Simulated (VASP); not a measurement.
Wanted: the native input for a VASP 6.6.1 run.

- Task: relaxation of cell and atoms
- Functional: r2SCAN
- Potentials or basis: VASP PAW PBE potentials, release 64 (Te)
- Cutoff: 600 eV
- k mesh: 11 × 11 × 11
- Occupations: gaussian, width 0.1 eV
- Spin: no spin polarisation
- Target pressure: 10 GPa
- Dipole correction: no
- Further INCAR settings: ALGO = Normal; EDIFF = 1e-06; IBRION = 2; EDIFFG = -0.02; NSW = 80; ISIF = 3

Crystal: Te.

```
Te
1.0
     2.30590    1.33131    1.69095
    -2.30590    1.33131    1.69095
     0.00000   -2.66263    1.69095
Te
1
Direct
  0.50000 0.50000 0.50000
```

One way to write it, as run:

POSCAR

```
Te
1.0
    2.3059043400      1.3313144900      1.6909537000
   -2.3059043400      1.3313144900      1.6909537000
    0.0000000000     -2.6626289900      1.6909537000
Te
1
Direct
    0.5000000000      0.5000000000      0.5000000000
```

INCAR.step1

```
SYSTEM = Te
  ALGO = Normal
  EDIFF = 1E-4
  ENCUT = 600
  GGA = PE
  ISMEAR = 0
  LASPH = .True.
  LCHARG = .False.
  LREAL = .False.
  LWAVE = .True.
  NELM = 100
  PREC = Accurate
  SIGMA = 0.1
```

INCAR.step2

```
SYSTEM = Te
  ALGO = Normal
  EDIFF = 1E-6
  EDIFFG = -0.02
  ENCUT = 600
  IBRION = 2
  ISIF = 3
  ISMEAR = 0
  ISTART = 1
  LASPH = .True.
  LCHARG = .False.
  LMIXTAU = .True.
  LREAL = .False.
  LWAVE = .False.
  METAGGA = R2SCAN
  NELM = 100
  NSW = 80
  PREC = Accurate
  PSTRESS = 100.0
  SIGMA = 0.1
```

KPOINTS

```
k-points
0
Gamma
  11 11 11
  0 0 0
```

Potentials or basis: VASP PAW PBE potentials, release 64 (Te).

Command:

```sh
$ cat potpaw_PBE.64/Te/POTCAR > POTCAR
$ cp INCAR.step1 INCAR
$ mpirun -np 1 vasp_std > vasp.out
$ cp INCAR.step2 INCAR
$ mpirun -np 1 vasp_std > vasp.out
```

Results of the run:

```yaml
Relaxed_volume: 26.54 Å³/atom
Relaxed_cell: a = 3.064 Å, b = 3.064 Å, c = 3.064 Å, α = 102.03°, β = 102.03°, γ = 102.03°
Space_group_after_relaxing_to_0.1_Å: R-3m (No. 166)
Energy_change_on_relaxing_the_run_minimises_the_enthalpy: +162.3 meV/atom
Ionic_steps: 15
Pressure_after_relaxing: 10.0 GPa
Band_gap_on_the_k_mesh: zero (bands 3 and 4 overlap by 6.40 eV)
```

Caveat: the cell is relaxed towards a set pressure, so the run minimises the enthalpy, not the energy; the PAW data sets were made with another functional, which shifts forces and pressure a little; spin-orbit coupling is left out, which moves the levels of the heavy elements.

It took 32 min on 1 thread of Intel Xeon 8259CL, on a shared host, peak memory 0.2 GiB.
